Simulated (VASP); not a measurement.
# PbSe (Fm-3m) in VASP: settings compared

The runs below take PbSe through single point, with PBE-based screened hybrid with 25 % exact exchange, r2SCAN, r2SCANh.

Everything below comes from runs of VASP 6.6.1. Logs are shortened: lines on timing, memory, paths and dates and some standing lists are left out, and cuts for length are marked.

**1. The cell of the first run**

It takes space group Fm-3m (No. 225, cubic). The conventional cell has a = 6.121 Å, b = 6.121 Å, c = 6.121 Å, α = 90.00°, β = 90.00°, γ = 90.00°. Pb (site symmetry m-3m) has 6 Se at 3.06 Å within 4.0 Å. Se (site symmetry m-3m) has 6 Pb at 3.06 Å within 4.0 Å.

**2. Single point, PBE-based screened hybrid with 25 % exact exchange**

The input, POSCAR:

```
PbSe
1.0
    0.0000000000      3.0606500000      3.0606500000
    3.0606500000      0.0000000000      3.0606500000
    3.0606500000      3.0606500000      0.0000000000
Pb Se
1 1
Direct
    0.0000000000      0.0000000000      0.0000000000
    0.5000000000      0.5000000000      0.5000000000
```

The input, INCAR.step1:

```
SYSTEM = PbSe
PREC     = Accurate       ! precision mode
ENCUT    = 520            ! plane-wave cutoff, eV
EDIFF    = 1E-5           ! SCF threshold, eV
ISMEAR   = 0              ! smearing method
SIGMA    = 0.1            ! smearing width, eV
LREAL    = .FALSE.        ! projectors in reciprocal space
LASPH    = .TRUE.         ! aspherical terms in the spheres
NELM     = 60             ! most SCF steps
ALGO     = Normal         ! electronic algorithm
ISIF     = 2              ! what is computed and relaxed
LWAVE    = .TRUE.         ! write WAVECAR
LCHARG   = .FALSE.        ! write CHGCAR
GGA      = PE             ! functional
NBANDS   = 17             ! bands
```

The input, INCAR.step2:

```
SYSTEM = PbSe
PREC     = Accurate       ! precision mode
ENCUT    = 520            ! plane-wave cutoff, eV
EDIFF    = 1E-6           ! SCF threshold, eV
ISMEAR   = 0              ! smearing method
SIGMA    = 0.1            ! smearing width, eV
LREAL    = .FALSE.        ! projectors in reciprocal space
LASPH    = .TRUE.         ! aspherical terms in the spheres
NELM     = 60             ! most SCF steps
ALGO     = Normal         ! electronic algorithm
ISIF     = 2              ! what is computed and relaxed
LWAVE    = .FALSE.        ! write WAVECAR
LCHARG   = .FALSE.        ! write CHGCAR
GGA      = PE             ! functional
LHFCALC  = .TRUE.         ! exact exchange
AEXX     = 0.25           ! exact-exchange fraction
HFSCREEN = 0.3            ! screening, 1/A
PRECFOCK = Normal       
ISTART   = 1            
NBANDS   = 17             ! bands
```

The input, KPOINTS:

```
regular mesh
0
G
  5 5 5
  0 0 0
```

Potentials or basis: VASP PAW PBE potentials, release 64 (Pb_d, Se).

Started as:

```bash
$ cat potpaw_PBE.64/Pb_d/POTCAR potpaw_PBE.64/Se/POTCAR > POTCAR
$ cp INCAR.step1 INCAR
$ mpirun -np 1 vasp_std > vasp.out
$ cp INCAR.step2 INCAR
$ mpirun -np 1 vasp_std > vasp.out
```

OUTCAR:

```text
SYSTEM = PbSe
   PREC = Accurate
   ENCUT = 520
   EDIFF = 1E-6
   ISMEAR = 0
   LREAL = .FALSE.
   LASPH = .TRUE.
   NELM = 60
   ISIF = 2
   GGA = PE
   LHFCALC = .TRUE.
   AEXX = 0.25
   HFSCREEN = 0.3
   PRECFOCK = Normal
   ISTART = 1

 ion  position               nearest neighbor table
   1  0.000  0.000  0.000-   2 3.06   2 3.06   2 3.06   2 3.06   2 3.06   2 3.06
   2  0.500  0.500  0.500-   1 3.06   1 3.06   1 3.06   1 3.06   1 3.06   1 3.06

  LATTYP: Found a face centered cubic cell.
 ALAT       =     6.1213000000

  Lattice vectors:

 A1 = (   0.0000000000,   3.0606500000,   3.0606500000)
 A2 = (   3.0606500000,   0.0000000000,   3.0606500000)
 A3 = (   3.0606500000,   3.0606500000,   0.0000000000)

Analysis of symmetry for initial positions (statically):
=====================================================================
 Subroutine PRICEL returns:
 Original cell was already a primitive cell.

 Routine SETGRP: Setting up the symmetry group for a
 face centered cubic supercell.

 Subroutine GETGRP returns: Found 48 space group operations
 (whereof 48 operations were pure point group operations)
 out of a pool of 48 trial point group operations.

The static configuration has the point symmetry O_h .

Analysis of symmetry for dynamics (positions and initial velocities):
=====================================================================
 Subroutine PRICEL returns:
 Original cell was already a primitive cell.

 Routine SETGRP: Setting up the symmetry group for a
 face centered cubic supercell.

 Subroutine GETGRP returns: Found 48 space group operations
 (whereof 48 operations were pure point group operations)
 out of a pool of 48 trial point group operations.

The dynamic configuration has the point symmetry O_h .

 Subroutine INISYM returns: Found 48 space group operations
 (whereof 48 operations are pure point group operations),
 and found     1 'primitive' translations

----------------------------------------------------------------------------------------

                                     Primitive cell

  volume of cell :      57.3418

  direct lattice vectors                    reciprocal lattice vectors
     0.000000000  3.060650000  3.060650000    -0.163363991  0.163363991  0.163363991
     3.060650000  0.000000000  3.060650000     0.163363991 -0.163363991  0.163363991
     3.060650000  3.060650000  0.000000000     0.163363991  0.163363991 -0.163363991

  length of vectors
     4.328412740  4.328412740  4.328412740     0.282954733  0.282954733  0.282954733

  position of ions in fractional coordinates (direct lattice)
     0.000000000  0.000000000  0.000000000
     0.500000000  0.500000000  0.500000000

  ion indices of the primitive-cell ions
   primitive index   ion index
                 1           1
                 2           2

----------------------------------------------------------------------------------------

 KPOINTS: regular mesh

Automatic generation of k-mesh.
 Grid dimensions read from file:
 generate k-points for:    5    5    5

 Generating k-lattice:

  Cartesian coordinates                     Fractional coordinates (reciprocal lattice)
    -0.032672798  0.032672798  0.032672798     0.200000000  0.000000000  0.000000000
     0.032672798 -0.032672798  0.032672798     0.000000000  0.200000000  0.000000000
     0.032672798  0.032672798 -0.032672798     0.000000000  0.000000000  0.200000000

  Length of vectors
     0.056590947  0.056590947  0.056590947

  Shift w.r.t. Gamma in fractional coordinates (k-lattice)
     0.000000000  0.000000000  0.000000000

 Subroutine IBZKPT returns following result:
 ===========================================

 Found     10 irreducible k-points:

 Following reciprocal coordinates:
            Coordinates               Weight
  0.000000  0.000000  0.000000      1.000000
  0.200000  0.000000  0.000000      8.000000
  0.400000  0.000000  0.000000      8.000000
  0.200000  0.200000  0.000000      6.000000
  0.400000  0.200000  0.000000     24.000000
 -0.400000  0.200000  0.000000     24.000000
 -0.200000  0.200000  0.000000     12.000000
  0.400000  0.400000  0.000000      6.000000
 -0.400000  0.400000  0.000000     12.000000
 -0.400000  0.400000  0.200000     24.000000
   k-points           NKPTS =     10   k-points in BZ     NKDIM =    125   number of bands    NBANDS=     17
   number of dos      NEDOS =    301   number of ions     NIONS =      2
   total plane-waves  NPLWV =  32768
   dimension x,y,z NGX =    32 NGY =   32 NGZ =   32
   dimension x,y,z NGXF=    64 NGYF=   64 NGZF=   64
   ions per type =               1   1
   NGX,Y,Z   is equivalent  to a cutoff of  12.29, 12.29, 12.29 a.u.
   NGXF,Y,Z  is equivalent  to a cutoff of  24.58, 24.58, 24.58 a.u.
 SYSTEM =  PbSe
   PREC   = accura    normal or accurate (medium, high low for compatibility)
   ISTART =      1    job   : 0-new  1-cont  2-samecut
   ICHARG =      0    charge: 1-file 2-atom 10-const
   ISPIN  =      1    spin polarized calculation?
   LNONCOLLINEAR =      F non collinear calculations
   LSORBIT =      F    spin-orbit coupling
   LASPH  =      T    aspherical Exc in radial PAW
   ENCUT  =  520.0 eV  38.22 Ry    6.18 a.u.   8.05  8.05  8.05*2*pi/ulx,y,z
   NELM   =     60;   NELMIN=  2; NELMDL=  0     # of ELM steps
   EDIFF  = 0.1E-05   stopping-criterion for ELM
   LREAL  =      F    real-space projection
   EDIFFG = 0.1E-04   stopping-criterion for IOM
   NSW    =      0    number of steps for IOM
   IBRION =     -1    ionic relax: 0-MD 1-quasi-New 2-CG
   NFREE  =      0    steps in history (QN), initial steepest desc. (CG)
   ISIF   =      2    stress and relaxation
   ISYM   =      3    0-nonsym 1-usesym 2-fastsym
   POTIM  = 0.5000    time-step for ionic-motion
   TEBEG  =    0.0;   TEEND  =   0.0 temperature during run
   PSTRESS=    0.0 pullay stress
   NELECT =      20.0000    total number of electrons
   NUPDOWN=      -1.0000    fix difference up-down
   EMIN   =  10.00;   EMAX   =-10.00  energy-range for DOS
   EFERMI =   0.00;   METHOD = LEGACY
   ISMEAR =     0;   SIGMA  =   0.10  broadening in eV -4-tet -1-fermi 0-gaus
   EFERMI_NEDOS =   21; number of points for ismear=-14 and -15
   IALGO  =     38    algorithm
   IMIX   =      1    mixing-type and parameters
     AMIX     =   0.40;   BMIX     =  1.00
     AMIX_MAG =   1.60;   BMIX_MAG =  1.00
  volume/ion in A,a.u.               =      28.67       193.48
  Fermi-wavevector in a.u.,A,eV,Ry     =   1.152377  2.177676 18.068159  1.327972
  Thomas-Fermi vector in A             =   2.289028
   LORBIT       =      0    0 simple, 1 ext, 2 COOP (PROOUT), +10 PAW based schemes
   GGA     = PE    functional components
   LHFCALC =     T    Hartree Fock is set to
   PRECFOCK=normal    Normal, Fast or Accurate (Low or Medium for compatibility)
   ENCUT4O =  -1.0   cutoff for four orbital integrals eV
   NKREDX  =     1    reduce k-point grid by
   NKREDY  =     1    reduce k-point grid by
   NKREDZ  =     1    reduce k-point grid by
   AEXX    =    0.2500 exact exchange contribution
   HFSCREEN=    0.3000 screening length (either q_TF or 0.3 A-1)
   HFSCREENC=   0.3000 screening length for correlation (either q_TF or 0.3 A-1)
   ENCUTFOCK=  -1.0 apply spherical cutoff to Coloumb kernel
   IVDW    =     0    specifies the selected vdW correction
   LEPSILON=     F    determine dielectric tensor
   LRPA    =     F    only Hartree local field effects (RPA)
 non-spin polarized calculation
 Gauss-broadening in eV      SIGMA  =   0.10
  energy-cutoff  :      520.00
  volume of cell :       57.34
 maximum number of plane-waves:      1554
  NGX = 28; NGY = 28; NGZ = 28

 number of electron      20.0000000 magnetization

 Free energy of the ion-electron system (eV)
  ---------------------------------------------------
  ext. energy  EPLUGINS =         0.00000000
  ---------------------------------------------------
  free energy    TOTEN  =        -9.42224808 eV

  energy without entropy =       -9.42224808  energy(sigma->0) =       -9.42224808

 E-fermi :   4.9939     XC(G=0):  -8.0709

 val. band max:        4.5013412691   @ k =   0.4000   0.0000   0.0000
 cond. band min:       5.9352111009   @ k =   0.4000   0.0000   0.0000
 fundamental gap:      1.4338698318
 Fermi energy:         4.9939468767

 k-point     1 :       0.0000    0.0000    0.0000
  band No.  band energies     occupation
      1     -13.6627      2.00000
      2     -13.6627      2.00000
      3     -13.6563      2.00000
      4     -13.6563      2.00000
      5     -13.6563      2.00000
      6     -10.0628      2.00000
[... 9 lines left out ...]
     16      11.8366      0.00000
     17      13.5374      0.00000

 k-point     2 :       0.2000    0.0000    0.0000
  band No.  band energies     occupation
      1     -13.6716      2.00000
      2     -13.6715      2.00000
      3     -13.6552      2.00000
      4     -13.6460      2.00000
      5     -13.6460      2.00000
      6      -9.7416      2.00000
[... 9 lines left out ...]
     16      12.6915      0.00000
     17      15.9241      0.00000

 k-point     3 :       0.4000    0.0000    0.0000
  band No.  band energies     occupation
      1     -13.6869      2.00000
      2     -13.6869      2.00000
      3     -13.6540      2.00000
      4     -13.6279      2.00000
      5     -13.6279      2.00000
      6      -9.0545      2.00000
[... 9 lines left out ...]
     16      14.7927      0.00000
     17      16.7427      0.00000

 k-point     4 :       0.2000    0.2000    0.0000
  band No.  band energies     occupation
      1     -13.6953      2.00000
      2     -13.6625      2.00000
      3     -13.6563      2.00000
      4     -13.6418      2.00000
      5     -13.6418      2.00000
      6      -9.6243      2.00000
[... 9 lines left out ...]
     16      14.1515      0.00000
     17      14.6186      0.00000
[... 63 lines left out ...]
      1     -13.7818      2.00000
      2     -13.6725      2.00000
      3     -13.6458      2.00000
      4     -13.6165      2.00000
      5     -13.6165      2.00000
      6      -8.6846      2.00000
[... 9 lines left out ...]
     16      16.6026      0.00000
     17      17.8620      0.00000

 k-point     9 :      -0.4000    0.4000    0.0000
  band No.  band energies     occupation
      1     -13.7763      2.00000
      2     -13.6637      2.00000
      3     -13.6553      2.00000
      4     -13.6204      2.00000
      5     -13.6159      2.00000
      6      -8.4861      2.00000
[... 9 lines left out ...]
     16      16.3584      0.00000
     17      18.3438      0.00000

 k-point    10 :      -0.4000    0.4000    0.2000
  band No.  band energies     occupation
      1     -13.7511      2.00000
      2     -13.6665      2.00000
      3     -13.6529      2.00000
      4     -13.6336      2.00000
      5     -13.6168      2.00000
      6      -8.5874      2.00000
[... 9 lines left out ...]
     16      16.8851      0.00000
     17      16.9728      0.00000

------------------------ aborting loop because EDIFF is reached ----------------------------------------

  FORCE on cell =-STRESS in cart. coord.  units (eV):
  Direction    XX          YY          ZZ          XY          YZ          ZX
  --------------------------------------------------------------------------------------
  -------------------------------------------------------------------------------------
  Total        0.4209105      0.4209105      0.4209105     -0.0000000      0.0000000     -0.0000000
  in kB       11.7605971     11.7605971     11.7605971     -0.0000000      0.0000000     -0.0000000
  external PRESSURE =      11.7605971 kB  Pullay stress =       0.0000000 kB

 VOLUME and BASIS-vectors are now :
 -----------------------------------------------------------------------------
  energy-cutoff  :      520.00
  volume of cell :       57.34
      direct lattice vectors                 reciprocal lattice vectors
     0.000000000  3.060650000  3.060650000    -0.163363991  0.163363991  0.163363991
     3.060650000  0.000000000  3.060650000     0.163363991 -0.163363991  0.163363991
     3.060650000  3.060650000  0.000000000     0.163363991  0.163363991 -0.163363991

 POSITION                                       TOTAL-FORCE (eV/Angst)
 -----------------------------------------------------------------------------------
      0.00000      0.00000      0.00000         0.000000     -0.000000      0.000000
      3.06065      3.06065      3.06065        -0.000000      0.000000      0.000000
 -----------------------------------------------------------------------------------
    total drift:                                0.000004     -0.000005      0.000006

  FREE ENERGIE OF THE ION-ELECTRON SYSTEM (eV)
  ---------------------------------------------------
  free  energy   TOTEN  =        -9.4222480818 eV

  energy  without entropy=       -9.4222480818  energy(sigma->0) =       -9.42224808
```

Run time: 15 min. Hardware: 1 thread of Intel Xeon 6975P-C (Granite Rapids), shared host; peak memory 0.3 GiB.

Results:

```yaml
Free_energy: -9.4222 eV
Pressure: 1.2 GPa
```

Caveat: this odd mesh misses L, so gap, dielectric constants and Born charges aren't listed; the PAW data sets were made with another functional, which shifts forces and pressure a little; spin-orbit coupling is left out, which moves the levels of the heavy elements.

[end of part 1 of 2]
